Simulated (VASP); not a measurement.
# Nb (Pm-3m) in VASP: further runs

Nb is run at these levels: PBE-based screened hybrid with 25 % exact exchange, B3LYP; tasks: single point.

All numbers are computed with VASP 6.6.1; they aren't measurements. Logs are shortened: lines on timing, memory, paths and dates and some standing lists are left out, and cuts for length are marked.

**1. The cell of the first run**

The structure is cubic, space group Pm-3m (No. 221). The conventional cell has a = 2.754 Å, b = 2.754 Å, c = 2.754 Å, α = 90.00°, β = 90.00°, γ = 90.00°. Nb (site symmetry m-3m) has 6 Nb at 2.75 Å within 3.6 Å.

This isn't the form of Nb at room conditions, which is bcc.

**2. Single point, PBE-based screened hybrid with 25 % exact exchange**

Input file POSCAR:

```
Nb
1.0
    2.7540141299      0.0000000000      0.0000000000
    0.0000000000      2.7540141299      0.0000000000
    0.0000000000      0.0000000000      2.7540141299
Nb
1
Direct
    0.5000000000      0.5000000000      0.5000000000
```

Input file INCAR.step1:

```
ALGO = Normal ; EDIFF = 1E-5
ENCUT = 520 ; GGA = PE
ISIF = 2 ; ISMEAR = -1
LASPH = T ; LREAL = F
LWAVE = T ; NBANDS = 12
NELM = 100 ; PREC = Accurate
SIGMA = 0.05
```

Input file INCAR.step2:

```
AEXX = 0.25 ; ALGO = Normal
EDIFF = 1E-6 ; ENCUT = 520
GGA = PE ; HFSCREEN = 0.3
ISIF = 2 ; ISMEAR = -1
ISTART = 1 ; LASPH = T
LCHARG = T ; LELF = T
LHFCALC = T ; LREAL = F
LVHAR = T ; LWAVE = F
NBANDS = 12 ; NELM = 100
PREC = Accurate ; PRECFOCK = Normal
SIGMA = 0.05
```

Input file KPOINTS:

```
k-points
0
Gamma
  5 5 5
```

Potentials or basis: VASP PAW PBE potentials, release 64 (Nb_sv).

Started as:

```console
$ cat potpaw_PBE.64/Nb_sv/POTCAR > POTCAR
$ cp INCAR.step1 INCAR
$ mpirun -np 1 vasp_std > vasp.out
$ cp INCAR.step2 INCAR
$ mpirun -np 1 vasp_std > vasp.out
```

OUTCAR:

```text
AEXX = 0.25
   EDIFF = 1E-6
   ENCUT = 520
   GGA = PE
   HFSCREEN = 0.3
   ISIF = 2
   ISMEAR = -1
   ISTART = 1
   LASPH = T
   LHFCALC = T
   LREAL = F
   NELM = 100
   PREC = Accurate
   PRECFOCK = Normal

 ion  position               nearest neighbor table
   1  0.500  0.500  0.500-

  LATTYP: Found a simple cubic cell.
 ALAT       =     2.7540141299

  Lattice vectors:

 A1 = (   2.7540141299,   0.0000000000,   0.0000000000)
 A2 = (   0.0000000000,   2.7540141299,   0.0000000000)
 A3 = (   0.0000000000,   0.0000000000,   2.7540141299)

Analysis of symmetry for initial positions (statically):
=====================================================================
 Subroutine PRICEL returns:
 Original cell was already a primitive cell.

 Routine SETGRP: Setting up the symmetry group for a
 simple cubic supercell.

 Subroutine GETGRP returns: Found 48 space group operations
 (whereof 48 operations were pure point group operations)
 out of a pool of 48 trial point group operations.

The static configuration has the point symmetry O_h .

Analysis of symmetry for dynamics (positions and initial velocities):
=====================================================================
 Subroutine PRICEL returns:
 Original cell was already a primitive cell.

 Routine SETGRP: Setting up the symmetry group for a
 simple cubic supercell.

 Subroutine GETGRP returns: Found 48 space group operations
 (whereof 48 operations were pure point group operations)
 out of a pool of 48 trial point group operations.

The dynamic configuration has the point symmetry O_h .

 Subroutine INISYM returns: Found 48 space group operations
 (whereof 48 operations are pure point group operations),
 and found     1 'primitive' translations

----------------------------------------------------------------------------------------

                                     Primitive cell

  volume of cell :      20.8881

  direct lattice vectors                    reciprocal lattice vectors
     2.754014130  0.000000000  0.000000000     0.363106343  0.000000000  0.000000000
     0.000000000  2.754014130  0.000000000     0.000000000  0.363106343  0.000000000
     0.000000000  0.000000000  2.754014130     0.000000000  0.000000000  0.363106343

  length of vectors
     2.754014130  2.754014130  2.754014130     0.363106343  0.363106343  0.363106343

  position of ions in fractional coordinates (direct lattice)
     0.500000000  0.500000000  0.500000000

  ion indices of the primitive-cell ions
   primitive index   ion index
                 1           1

----------------------------------------------------------------------------------------

 KPOINTS: k-points

Automatic generation of k-mesh.
 Grid dimensions read from file:
 generate k-points for:    5    5    5

 Generating k-lattice:

  Cartesian coordinates                     Fractional coordinates (reciprocal lattice)
     0.072621269  0.000000000  0.000000000     0.200000000  0.000000000  0.000000000
     0.000000000  0.072621269  0.000000000     0.000000000  0.200000000  0.000000000
     0.000000000  0.000000000  0.072621269     0.000000000  0.000000000  0.200000000

  Length of vectors
     0.072621269  0.072621269  0.072621269

  Shift w.r.t. Gamma in fractional coordinates (k-lattice)
     0.000000000  0.000000000  0.000000000

 Subroutine IBZKPT returns following result:
 ===========================================

 Found     10 irreducible k-points:

 Following reciprocal coordinates:
            Coordinates               Weight
  0.000000  0.000000  0.000000      1.000000
  0.200000  0.000000  0.000000      6.000000
  0.400000  0.000000  0.000000      6.000000
  0.200000  0.200000  0.000000     12.000000
  0.400000  0.200000  0.000000     24.000000
  0.400000  0.400000  0.000000     12.000000
  0.200000  0.200000  0.200000      8.000000
  0.400000  0.200000  0.200000     24.000000
  0.400000  0.400000  0.200000     24.000000
  0.400000  0.400000  0.400000      8.000000
   k-points           NKPTS =     10   k-points in BZ     NKDIM =    125   number of bands    NBANDS=     12
   number of dos      NEDOS =    301   number of ions     NIONS =      1
   total plane-waves  NPLWV =   8000
   dimension x,y,z NGX =    20 NGY =   20 NGZ =   20
   dimension x,y,z NGXF=    40 NGYF=   40 NGZF=   40
   ions per type =               1
   NGX,Y,Z   is equivalent  to a cutoff of  12.07, 12.07, 12.07 a.u.
   NGXF,Y,Z  is equivalent  to a cutoff of  24.15, 24.15, 24.15 a.u.
 SYSTEM =  unknown system
   PREC   = accura    normal or accurate (medium, high low for compatibility)
   ISTART =      1    job   : 0-new  1-cont  2-samecut
   ICHARG =      0    charge: 1-file 2-atom 10-const
   ISPIN  =      1    spin polarized calculation?
   LNONCOLLINEAR =      F non collinear calculations
   LSORBIT =      F    spin-orbit coupling
   LASPH  =      T    aspherical Exc in radial PAW
   ENCUT  =  520.0 eV  38.22 Ry    6.18 a.u.   5.12  5.12  5.12*2*pi/ulx,y,z
   NELM   =    100;   NELMIN=  2; NELMDL=  0     # of ELM steps
   EDIFF  = 0.1E-05   stopping-criterion for ELM
   LREAL  =      F    real-space projection
   EDIFFG = 0.1E-04   stopping-criterion for IOM
   NSW    =      0    number of steps for IOM
   IBRION =     -1    ionic relax: 0-MD 1-quasi-New 2-CG
   NFREE  =      0    steps in history (QN), initial steepest desc. (CG)
   ISIF   =      2    stress and relaxation
   ISYM   =      3    0-nonsym 1-usesym 2-fastsym
   POTIM  = 0.5000    time-step for ionic-motion
   TEBEG  =    0.0;   TEEND  =   0.0 temperature during run
   PSTRESS=    0.0 pullay stress
   NELECT =      13.0000    total number of electrons
   NUPDOWN=      -1.0000    fix difference up-down
   EMIN   =  10.00;   EMAX   =-10.00  energy-range for DOS
   EFERMI =   0.00;   METHOD = LEGACY
   ISMEAR =    -1;   SIGMA  =   0.05  broadening in eV -4-tet -1-fermi 0-gaus
   EFERMI_NEDOS =   21; number of points for ismear=-14 and -15
   IALGO  =     38    algorithm
   IMIX   =      1    mixing-type and parameters
     AMIX     =   0.40;   BMIX     =  1.00
     AMIX_MAG =   1.60;   BMIX_MAG =  1.00
  volume/ion in A,a.u.               =      20.89       140.96
  Fermi-wavevector in a.u.,A,eV,Ry     =   1.397729  2.641326 26.580990  1.953648
  Thomas-Fermi vector in A             =   2.520957
   LORBIT       =      0    0 simple, 1 ext, 2 COOP (PROOUT), +10 PAW based schemes
   GGA     = PE    functional components
   LHFCALC =     T    Hartree Fock is set to
   PRECFOCK=normal    Normal, Fast or Accurate (Low or Medium for compatibility)
   ENCUT4O =  -1.0   cutoff for four orbital integrals eV
   NKREDX  =     1    reduce k-point grid by
   NKREDY  =     1    reduce k-point grid by
   NKREDZ  =     1    reduce k-point grid by
   AEXX    =    0.2500 exact exchange contribution
   HFSCREEN=    0.3000 screening length (either q_TF or 0.3 A-1)
   HFSCREENC=   0.3000 screening length for correlation (either q_TF or 0.3 A-1)
   ENCUTFOCK=  -1.0 apply spherical cutoff to Coloumb kernel
   IVDW    =     0    specifies the selected vdW correction
   LEPSILON=     F    determine dielectric tensor
   LRPA    =     F    only Hartree local field effects (RPA)
 non-spin polarized calculation
  energy-cutoff  :      520.00
  volume of cell :       20.89
 maximum number of plane-waves:       587
  NGX = 16; NGY = 16; NGZ = 16

 number of electron      12.9999998 magnetization

 Free energy of the ion-electron system (eV)
  ---------------------------------------------------
  ext. energy  EPLUGINS =         0.00000000
  ---------------------------------------------------
  free energy    TOTEN  =       -10.10998122 eV

  energy without entropy =      -10.08142684  energy(sigma->0) =      -10.09570403

 E-fermi :   9.1696     XC(G=0):  -9.7059

 val. band max:        9.0909137845   @ k =   0.4000   0.2000   0.2000
 cond. band min:       9.1903967729   @ k =   0.4000   0.4000   0.2000
 fundamental gap:      0.0994829884
 Fermi energy:         9.1696128179

 k-point     1 :       0.0000    0.0000    0.0000
  band No.  band energies     occupation
      1     -49.0166      2.00000
      2     -22.8985      2.00000
      3     -22.8985      2.00000
      4     -22.8985      2.00000
      5       3.0048      2.00000
      6       6.0683      2.00000
      7       6.0683      2.00000
      8      15.1080      0.00000
      9      15.1080      0.00000
     10      15.1080      0.00000
     11      24.3081      0.00000
     12      24.3081      0.00000

 k-point     2 :       0.2000    0.0000    0.0000
  band No.  band energies     occupation
      1     -48.9544      2.00000
      2     -23.4370      2.00000
      3     -22.8552      2.00000
      4     -22.8552      2.00000
      5       4.0722      2.00000
      6       6.3865      2.00000
      7       7.3691      2.00000
      8      13.6602      0.00000
      9      13.6602      0.00000
     10      15.2247      0.00000
     11      20.8487      0.00000
     12      26.3181      0.00000

 k-point     3 :       0.4000    0.0000    0.0000
  band No.  band energies     occupation
      1     -48.8518      2.00000
      2     -24.2436      2.00000
      3     -22.7843      2.00000
      4     -22.7843      2.00000
      5       5.9412      2.00000
      6       6.9642      2.00000
      7       9.3985      0.02034
      8      11.9794      0.00000
      9      11.9794      0.00000
     10      15.4203      0.00000
     11      18.9455      0.00000
     12      23.6770      0.00000
[... 76 lines left out ...]
 k-point     9 :       0.4000    0.4000    0.2000
  band No.  band energies     occupation
      1     -48.6384      2.00000
      2     -23.9809      2.00000
      3     -23.9636      2.00000
      4     -23.1464      2.00000
      5       6.1469      2.00000
      6       9.1904      0.79510
      7       9.7788      0.00001
      8      10.4215      0.00000
      9      14.3927      0.00000
     10      16.3378      0.00000
     11      20.6311      0.00000
     12      21.7477      0.00000

 k-point    10 :       0.4000    0.4000    0.4000
  band No.  band energies     occupation
      1     -48.5450      2.00000
      2     -23.8741      2.00000
      3     -23.8523      2.00000
      4     -23.8523      2.00000
      5       6.8908      2.00000
      6       7.6009      2.00000
      7       7.6009      2.00000
      8      14.8397      0.00000
      9      14.8397      0.00000
     10      18.3565      0.00000
     11      18.9798      0.00000
     12      23.6676      0.00000

------------------------ aborting loop because EDIFF is reached ----------------------------------------

  FORCE on cell =-STRESS in cart. coord.  units (eV):
  Direction    XX          YY          ZZ          XY          YZ          ZX
  --------------------------------------------------------------------------------------
  -------------------------------------------------------------------------------------
  Total       -0.0297661     -0.0297661     -0.0297661     -0.0000000      0.0000000     -0.0000000
  in kB       -2.2831446     -2.2831446     -2.2831446     -0.0000000      0.0000000     -0.0000000
  external PRESSURE =      -2.2831446 kB  Pullay stress =       0.0000000 kB

 VOLUME and BASIS-vectors are now :
 -----------------------------------------------------------------------------
  energy-cutoff  :      520.00
  volume of cell :       20.89
      direct lattice vectors                 reciprocal lattice vectors
     2.754014130  0.000000000  0.000000000     0.363106343  0.000000000  0.000000000
     0.000000000  2.754014130  0.000000000     0.000000000  0.363106343  0.000000000
     0.000000000  0.000000000  2.754014130     0.000000000  0.000000000  0.363106343

 POSITION                                       TOTAL-FORCE (eV/Angst)
 -----------------------------------------------------------------------------------
      1.37701      1.37701      1.37701         0.000000      0.000000      0.000000
 -----------------------------------------------------------------------------------
    total drift:                                0.000000     -0.000000      0.000000

  FREE ENERGIE OF THE ION-ELECTRON SYSTEM (eV)
  ---------------------------------------------------
  free  energy   TOTEN  =       -10.1099812210 eV

  energy  without entropy=      -10.0814268410  energy(sigma->0) =      -10.09570403
```

Run time: 2.2 min. Hardware: 1 thread of Intel Xeon Platinum 8488C (Sapphire Rapids), shared host; peak memory 0.22 GiB.

What came out:

```yaml
Free_energy: -10.1100 eV
Pressure: -0.2 GPa
Band_gap_on_the_k_mesh: zero (an odd number of electrons rules out a gap without spin polarisation)
```

Levels at points of the mesh, in eV from the Fermi level:
| k point | band 5 | band 6 | band 7 | band 8 | band 9 | band 10 |
| --- | --- | --- | --- | --- | --- | --- |
| (0.00, 0.00, 0.00) | -6.16 | -3.10 | -3.10 | 5.94 | 5.94 | 5.94 |

Caveat: the k points lie up to 0.46 Å⁻¹ apart, too coarse for converged energies and pressures of a metal; the PAW data sets were made with another functional, which shifts forces and pressure a little.

**3. Single point, B3LYP**

This run uses another cell than the first one, of 21.77 Å³/atom.

Input file POSCAR:

```
Nb
1.0
    2.7923457137      0.0000000000      0.0000000000
    0.0000000000      2.7923457137      0.0000000000
    0.0000000000      0.0000000000      2.7923457137
Nb
1
Direct
    0.5000000000      0.5000000000      0.5000000000
```

Input file INCAR.step1:

```
PREC = Accurate ; ENCUT = 520
EDIFF = 1E-5 ; ISMEAR = -1
SIGMA = 0.05 ; LREAL = F
LASPH = T ; NELM = 100
ALGO = Normal ; ISIF = 2
LWAVE = T ; LCHARG = F
GGA = PE ; NBANDS = 12
```

Input file INCAR.step2:

```
PREC = Accurate ; ENCUT = 520
EDIFF = 1E-6 ; ISMEAR = -1
SIGMA = 0.05 ; LREAL = F
LASPH = T ; NELM = 100
ALGO = Normal ; ISIF = 2
LWAVE = F ; LCHARG = F
GGA = B3 ; LHFCALC = T
AEXX = 0.2 ; AGGAX = 0.72
AGGAC = 0.81 ; ALDAC = 0.19
PRECFOCK = Normal ; ISTART = 1
NBANDS = 12
```

Input file KPOINTS:

```
Automatic mesh
0
Gamma
  5 5 5
```

Potentials or basis: VASP PAW PBE potentials, release 64 (Nb_sv).

Started as:

```console
$ cat potpaw_PBE.64/Nb_sv/POTCAR > POTCAR
$ cp INCAR.step1 INCAR
$ mpirun -np 1 vasp_std > vasp.out
$ cp INCAR.step2 INCAR
$ mpirun -np 1 vasp_std > vasp.out
```

It took 2 min on 1 thread of Intel Xeon Platinum 8488C (Sapphire Rapids), shared host; peak memory 0.14 GiB.

Results (log left out):

```
Free energy            : -10.0378 eV
Pressure               : -0.3 GPa
Band gap on the k mesh : zero (an odd number of electrons rules out a gap without spin polarisation)
```

Levels at points of the mesh, in eV from the Fermi level:
```tsv
k point	band 5	band 6	band 7	band 8	band 9	band 10
(0.00, 0.00, 0.00)	-6.37	-3.50	-3.50	5.77	5.77	5.77
```

Caveat: the k points lie up to 0.45 Å⁻¹ apart, too coarse for converged energies and pressures of a metal; the PAW data sets were made with another functional, which shifts forces and pressure a little.

The gap in the log of VASP goes by the Fermi energy; the results here count the filled bands.